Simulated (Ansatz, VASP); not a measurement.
## BeCdTeSe: VASP beside Ansatz

The input INCAR:

```
SYSTEM = BeCdTeSe
PREC     = Accurate       ! precision mode
ENCUT    = 600            ! plane-wave cutoff, eV
EDIFF    = 1E-7           ! SCF threshold, eV
ISMEAR   = 0              ! smearing method
SIGMA    = 0.1            ! smearing width, eV
LREAL    = .FALSE.        ! projectors in reciprocal space
LASPH    = .TRUE.         ! aspherical terms in the spheres
NELM     = 60             ! most SCF steps
ALGO     = Normal         ! electronic algorithm
ISIF     = 3              ! what is computed and relaxed
LWAVE    = .FALSE.        ! write WAVECAR
LCHARG   = .FALSE.        ! write CHGCAR
GGA      = PE             ! functional
IBRION   = 2              ! ionic algorithm
NSW      = 100            ! ionic steps
EDIFFG   = -0.01          ! ionic threshold
```

File KPOINTS:

```
regular mesh
0
G
  12 12 8
  0 0 0
```

POSCAR

```
BeCdTeSe
1.0
    4.0240064786      0.0000000000      0.0000000000
    0.0000000000      4.0240064786      0.0000000000
    0.0000000000      0.0000000000      5.7716167167
Be Cd Te Se
1 1 1 1
Direct
    0.0000000000      0.0000000000      0.5000000000
    0.5000000000      0.5000000000      0.5000000000
    0.0000000000      0.0000000000      0.0000000000
    0.5000000000      0.5000000000      0.0000000000
```

Input for Ansatz:

```yaml
crystal:
  lattice:
    - [4.0240064786, 0.0, 0.0]
    - [0.0, 4.0240064786, 0.0]
    - [0.0, 0.0, 5.7716167167]
  atoms:
    - { symbol: Be, position: [0.0, 0.0, 0.5] }
    - { symbol: Cd, position: [0.5, 0.5, 0.5] }
    - { symbol: Te, position: [0.0, 0.0, 0.0] }
    - { symbol: Se, position: [0.5, 0.5, 0.0] }
basis:
  ecutwfc: 420
kpoints:
  mp_grid: { grid: [12, 12, 8] }
hamiltonian:
  xc: pbe
scf:
  occupations: { method: gaussian, width: 0.1 }
output:
  forces: true
  stress: true
  eigenvalues: true
relax:
  adjacent_minimum: "off"
  f_tol: 0.01
  max_steps: 80
  cell: { stress_tol: 0.05 }
```

Change from the starting cell: species swapped into the PrSmSeS type (P4/mmm, No. 123).

Alike in both runs: task relaxation of cell and atoms; functional PBE; k mesh 12 × 12 × 8; occupations gaussian, width 0.1 eV; no spin polarisation.

|  | VASP | Ansatz |
| --- | --- | --- |
| version | VASP 6.6.1 | Ansatz 0.2.0 |
| potentials or method | VASP PAW PBE potentials, release 64 (Be, Cd, Te, Se), cutoff 600 eV | scalar-relativistic, plane waves, PAW |
| valence electrons in the cell | 26 | 54 |

```csv
,VASP,Ansatz,Ansatz less VASP
"gap on the k mesh at the Fermi level, each at its own relaxed structure (eV)",none,none,-
relaxed volume (Å³/atom),23.10,23.06,-0.039
relaxed cell length with the largest relative difference (Å),5.709,5.690,-0.0197
```

A gap of «none» marks a metal or a gap that the smearing closes. VASP's potentials hold 26 valence electrons a cell and Ansatz's 54, so a difference there can come from the potentials and not from the codes.

Neither program's run includes spin-orbit coupling.
